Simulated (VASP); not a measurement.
# KF in VASP: notebook

KF is run at these levels: r2SCAN, PBE; tasks: single point.

Everything below comes from runs of VASP 6.6.1. Logs are shortened: lines on timing, memory, paths and dates and some standing lists are left out, and cuts for length are marked.

### 1 The cell of the first run

Symmetry: I4/mmm, No. 139, tetragonal system. The conventional cell has a = 3.760 Å, b = 3.760 Å, c = 5.291 Å, α = 90.00°, β = 90.00°, γ = 90.00°. K (site symmetry 4/mmm) has 6 F at 2.65 to 2.66 Å within 3.5 Å. F (site symmetry 4/mmm) has 6 K at 2.65 to 2.66 Å within 3.5 Å.

### 2 Single point, r2SCAN (uniaxial z strain -0.5%)

The input, POSCAR:

```
KF
1.0
    0.0000000000      2.6589605711      2.6456657682
    2.6589605711      0.0000000000      2.6456657682
    2.6589605711      2.6589605711      0.0000000000
K F
1 1
Direct
    0.0000000000      0.0000000000      0.0000000000
    0.5000000000      0.5000000000      0.5000000000
```

The input, INCAR.step1:

```
SYSTEM = KF
PREC = Accurate
ENCUT = 520
ISMEAR = 0
SIGMA = 0.01
LREAL = .False.
LASPH = .True.
NELM = 80
NBANDS = 15
GGA = PE
ALGO = Normal
EDIFF = 1E-4
LWAVE = .True.
LCHARG = .False.
```

The input, INCAR.step2:

```
SYSTEM = KF
PREC = Accurate
ENCUT = 520
EDIFF = 1E-7
ISMEAR = 0
SIGMA = 0.01
LREAL = .False.
LASPH = .True.
NELM = 80
ALGO = Normal
ISIF = 2
LWAVE = .False.
LCHARG = .False.
METAGGA = R2SCAN
LMIXTAU = .True.
NBANDS = 15
ISTART = 1
```

The input, KPOINTS:

```
Automatic mesh
0
Gamma
  8 8 8
  0 0 0
```

Potentials or basis: VASP PAW PBE potentials, release 64 (K_sv, F).

Run with:

```
$ cat potpaw_PBE.64/K_sv/POTCAR potpaw_PBE.64/F/POTCAR > POTCAR
$ cp INCAR.step1 INCAR
$ mpirun -np 1 vasp_std > vasp.out
$ cp INCAR.step2 INCAR
$ mpirun -np 1 vasp_std > vasp.out
```

OUTCAR:

```text
SYSTEM = KF
   PREC = Accurate
   ENCUT = 520
   EDIFF = 1E-7
   ISMEAR = 0
   LREAL = .False.
   LASPH = .True.
   NELM = 80
   ISIF = 2
   METAGGA = R2SCAN
   ISTART = 1

 ion  position               nearest neighbor table
   1  0.000  0.000  0.000-   2 2.65   2 2.65   2 2.66   2 2.66   2 2.66   2 2.66
   2  0.500  0.500  0.500-   1 2.65   1 2.65   1 2.66   1 2.66   1 2.66   1 2.66

  LATTYP: Found a body centered tetragonal cell.
 ALAT       =     3.7603381015
 C/A-ratio  =     1.4071424945

  Lattice vectors:

 A1 = (   0.0000000000,  -2.6589605711,  -2.6456657682)
 A2 = (   0.0000000000,   2.6589605711,  -2.6456657682)
 A3 = (   2.6589605711,   0.0000000000,   2.6456657682)

Analysis of symmetry for initial positions (statically):
=====================================================================
 Subroutine PRICEL returns:
 Original cell was already a primitive cell.

 Routine SETGRP: Setting up the symmetry group for a
 body centered tetragonal supercell.

 Subroutine GETGRP returns: Found 16 space group operations
 (whereof 16 operations were pure point group operations)
 out of a pool of 16 trial point group operations.

The static configuration has the point symmetry D_4h.

Analysis of symmetry for dynamics (positions and initial velocities):
=====================================================================
 Subroutine PRICEL returns:
 Original cell was already a primitive cell.

 Routine SETGRP: Setting up the symmetry group for a
 body centered tetragonal supercell.

 Subroutine GETGRP returns: Found 16 space group operations
 (whereof 16 operations were pure point group operations)
 out of a pool of 16 trial point group operations.

The dynamic configuration has the point symmetry D_4h.

 Subroutine INISYM returns: Found 16 space group operations
 (whereof 16 operations are pure point group operations),
 and found     1 'primitive' translations

----------------------------------------------------------------------------------------

                                     Primitive cell

  volume of cell :      37.4101

  direct lattice vectors                    reciprocal lattice vectors
     0.000000000  2.658960571  2.645665768    -0.188043405  0.188043405  0.188988347
     2.658960571  0.000000000  2.645665768     0.188043405 -0.188043405  0.188988347
     2.658960571  2.658960571  0.000000000     0.188043405  0.188043405 -0.188988347

  length of vectors
     3.750949037  3.750949037  3.760338101     0.326247206  0.326247206  0.326247206

  position of ions in fractional coordinates (direct lattice)
     0.000000000  0.000000000  0.000000000
     0.500000000  0.500000000  0.500000000

  ion indices of the primitive-cell ions
   primitive index   ion index
                 1           1
                 2           2

----------------------------------------------------------------------------------------

 KPOINTS: Automatic mesh

Automatic generation of k-mesh.
 Grid dimensions read from file:
 generate k-points for:    8    8    8

 Generating k-lattice:

  Cartesian coordinates                     Fractional coordinates (reciprocal lattice)
    -0.023505426  0.023505426  0.023623543     0.125000000  0.000000000  0.000000000
     0.023505426 -0.023505426  0.023623543     0.000000000  0.125000000  0.000000000
     0.023505426  0.023505426 -0.023623543     0.000000000  0.000000000  0.125000000

  Length of vectors
     0.040780901  0.040780901  0.040780901

  Shift w.r.t. Gamma in fractional coordinates (k-lattice)
     0.000000000  0.000000000  0.000000000

 Subroutine IBZKPT returns following result:
 ===========================================

 Found     59 irreducible k-points:

 Following reciprocal coordinates:
            Coordinates               Weight
  0.000000  0.000000  0.000000      1.000000
  0.125000  0.000000  0.000000      8.000000
  0.250000  0.000000  0.000000      8.000000
  0.375000  0.000000  0.000000      8.000000
  0.500000  0.000000  0.000000      4.000000
  0.125000  0.125000  0.000000      2.000000
[... 16 lines left out ...]
  0.250000  0.000000  0.125000     16.000000
  0.375000  0.000000  0.125000     16.000000
 [... further k-points ...]
   k-points           NKPTS =     59   k-points in BZ     NKDIM =     59   number of bands    NBANDS=     15
   number of dos      NEDOS =    301   number of ions     NIONS =      2
   total plane-waves  NPLWV =  21952
   dimension x,y,z NGX =    28 NGY =   28 NGZ =   28
   dimension x,y,z NGXF=    56 NGYF=   56 NGZF=   56
   ions per type =               1   1
   NGX,Y,Z   is equivalent  to a cutoff of  12.41, 12.41, 12.38 a.u.
   NGXF,Y,Z  is equivalent  to a cutoff of  24.82, 24.82, 24.76 a.u.
 SYSTEM =  KF
   PREC   = accura    normal or accurate (medium, high low for compatibility)
   ISTART =      1    job   : 0-new  1-cont  2-samecut
   ICHARG =      0    charge: 1-file 2-atom 10-const
   ISPIN  =      1    spin polarized calculation?
   LNONCOLLINEAR =      F non collinear calculations
   LSORBIT =      F    spin-orbit coupling
   LASPH  =      T    aspherical Exc in radial PAW
   ENCUT  =  520.0 eV  38.22 Ry    6.18 a.u.   6.97  6.97  6.99*2*pi/ulx,y,z
   NELM   =     80;   NELMIN=  2; NELMDL=  0     # of ELM steps
   EDIFF  = 0.1E-06   stopping-criterion for ELM
   LREAL  =      F    real-space projection
   EDIFFG = 0.1E-05   stopping-criterion for IOM
   NSW    =      0    number of steps for IOM
   IBRION =     -1    ionic relax: 0-MD 1-quasi-New 2-CG
   NFREE  =      0    steps in history (QN), initial steepest desc. (CG)
   ISIF   =      2    stress and relaxation
   ISYM   =      2    0-nonsym 1-usesym 2-fastsym
   POTIM  = 0.5000    time-step for ionic-motion
   TEBEG  =    0.0;   TEEND  =   0.0 temperature during run
   PSTRESS=    0.0 pullay stress
   NELECT =      16.0000    total number of electrons
   NUPDOWN=      -1.0000    fix difference up-down
   EMIN   =  10.00;   EMAX   =-10.00  energy-range for DOS
   EFERMI =   0.00;   METHOD = LEGACY
   ISMEAR =     0;   SIGMA  =   0.01  broadening in eV -4-tet -1-fermi 0-gaus
   EFERMI_NEDOS =   21; number of points for ismear=-14 and -15
   IALGO  =     38    algorithm
   IMIX   =      4    mixing-type and parameters
     AMIX     =   0.40;   BMIX     =  1.00
     AMIX_MAG =   1.60;   BMIX_MAG =  1.00
  volume/ion in A,a.u.               =      18.71       126.23
  Fermi-wavevector in a.u.,A,eV,Ry     =   1.233442  2.330867 20.699605  1.521378
  Thomas-Fermi vector in A             =   2.368172
   LORBIT       =      0    0 simple, 1 ext, 2 COOP (PROOUT), +10 PAW based schemes
   METAGGA = R2SCAN    functional components
   LHFCALC =     F    Hartree Fock is set to
   AEXX    =    0.0000 exact exchange contribution
   IVDW    =     0    specifies the selected vdW correction
   LEPSILON=     F    determine dielectric tensor
   LRPA    =     F    only Hartree local field effects (RPA)
 non-spin polarized calculation
 Gauss-broadening in eV      SIGMA  =   0.01
  energy-cutoff  :      520.00
  volume of cell :       37.41
 maximum number of plane-waves:      1028
   NGX = 13   NGY = 13   NGZ = 13

 number of electron      16.0000012 magnetization

 Free energy of the ion-electron system (eV)
  ---------------------------------------------------
  ext. energy  EPLUGINS =         0.00000000
  ---------------------------------------------------
  free energy    TOTEN  =       -14.97247787 eV

  energy without entropy =      -14.97247787  energy(sigma->0) =      -14.97247787

 E-fermi :  -3.2353     XC(G=0):  -8.9971

 val. band max:       -3.2931408702   @ k =   0.0000   0.0000   0.0000
 cond. band min:       3.6360753601   @ k =   0.0000   0.0000   0.0000
 fundamental gap:      6.9292162304
 Fermi energy:        -3.2352525941

 k-point     1 :       0.0000    0.0000    0.0000
  band No.  band energies     occupation
      1     -30.3676      2.00000
      2     -23.0980      2.00000
      3     -12.8390      2.00000
      4     -12.8390      2.00000
      5     -12.8374      2.00000
      6      -3.3016      2.00000
      7      -3.3016      2.00000
      8      -3.2931      2.00000
      9       3.6361      0.00000
     10       8.1977      0.00000
     11       8.1977      0.00000
     12       8.2272      0.00000
     13      10.0697      0.00000
     14      10.1227      0.00000
     15      14.0250      0.00000

 k-point     2 :       0.1250    0.0000    0.0000
  band No.  band energies     occupation
      1     -30.3526      2.00000
      2     -23.1123      2.00000
      3     -12.8809      2.00000
      4     -12.8448      2.00000
      5     -12.8429      2.00000
      6      -3.4353      2.00000
      7      -3.3544      2.00000
      8      -3.3497      2.00000
      9       4.0756      0.00000
     10       7.9065      0.00000
     11       8.4192      0.00000
     12       8.4380      0.00000
     13      10.2217      0.00000
     14      10.2742      0.00000
     15      14.8604      0.00000

 k-point     3 :       0.2500    0.0000    0.0000
  band No.  band energies     occupation
      1     -30.3159      2.00000
      2     -23.1462      2.00000
      3     -12.9823      2.00000
      4     -12.8587      2.00000
      5     -12.8548      2.00000
      6      -3.7283      2.00000
      7      -3.4793      2.00000
      8      -3.4771      2.00000
      9       5.1673      0.00000
     10       7.5085      0.00000
     11       8.9722      0.00000
     12       8.9911      0.00000
     13      10.6902      0.00000
     14      10.7371      0.00000
     15      16.1751      0.00000
[... 343 lines left out ...]
 k-point    23 :       0.2500    0.0000    0.1250
  band No.  band energies     occupation
      1     -30.3193      2.00000
      2     -23.1365      2.00000
      3     -12.9590      2.00000
      4     -12.8981      2.00000
      5     -12.8752      2.00000
      6      -3.7295      2.00000
      7      -3.4057      2.00000
      8      -3.3761      2.00000
      9       5.0337      0.00000
     10       7.1454      0.00000
     11       9.0928      0.00000
     12       9.1810      0.00000
     13      10.5054      0.00000
     14      10.6206      0.00000
     15      16.3751      0.00000

 k-point    24 :       0.3750    0.0000    0.1250
  band No.  band energies     occupation
      1     -30.2829      2.00000
      2     -23.1656      2.00000
      3     -13.0712      2.00000
      4     -12.9111      2.00000
      5     -12.9058      2.00000
      6      -3.8834      2.00000
      7      -3.5575      2.00000
      8      -3.4974      2.00000
      9       6.1284      0.00000
     10       7.1396      0.00000
     11       9.4808      0.00000
     12       9.7067      0.00000
     13      11.1402      0.00000
     14      11.3832      0.00000
     15      15.4801      0.00000

 [... further k-points ...]

------------------------ aborting loop because EDIFF is reached ----------------------------------------

  FORCE on cell =-STRESS in cart. coord.  units (eV):
  Direction    XX          YY          ZZ          XY          YZ          ZX
  --------------------------------------------------------------------------------------
  -------------------------------------------------------------------------------------
  Total        0.0090988      0.0090988      0.0880850      0.0000000      0.0000000     -0.0000000
  in kB        0.3896764      0.3896764      3.7724518      0.0000000      0.0000000     -0.0000000
  external PRESSURE =       1.5172682 kB  Pullay stress =       0.0000000 kB

 VOLUME and BASIS-vectors are now :
 -----------------------------------------------------------------------------
  energy-cutoff  :      520.00
  volume of cell :       37.41
      direct lattice vectors                 reciprocal lattice vectors
     0.000000000  2.658960571  2.645665768    -0.188043405  0.188043405  0.188988347
     2.658960571  0.000000000  2.645665768     0.188043405 -0.188043405  0.188988347
     2.658960571  2.658960571  0.000000000     0.188043405  0.188043405 -0.188988347

 POSITION                                       TOTAL-FORCE (eV/Angst)
 -----------------------------------------------------------------------------------
      0.00000      0.00000      0.00000        -0.000000     -0.000000      0.000000
      2.65896      2.65896      2.64567         0.000000      0.000000      0.000000
 -----------------------------------------------------------------------------------
    total drift:                                0.000000      0.000000      0.000000

  FREE ENERGIE OF THE ION-ELECTRON SYSTEM (eV)
  ---------------------------------------------------
  free  energy   TOTEN  =       -14.9724778726 eV

  energy  without entropy=      -14.9724778726  energy(sigma->0) =      -14.97247787
```

Wall time 1.7 min (1 thread of Intel Xeon 6975P-C, shared host); peak memory 0.18 GiB.

Results:

```
Free energy            : -14.9725 eV
Pressure               : 0.2 GPa
Band gap on the k mesh : 6.93 eV, direct
```

Stress tensor (GPa, compression positive):
```
0.04 0.00 0.00
0.00 0.04 0.00
0.00 0.00 0.38
```

Caveat: the cell differs from its parent crystal (uniaxial z strain -0.5%); the PAW data sets were made with another functional, which shifts forces and pressure a little.

(Continued in part 2 of 2.)
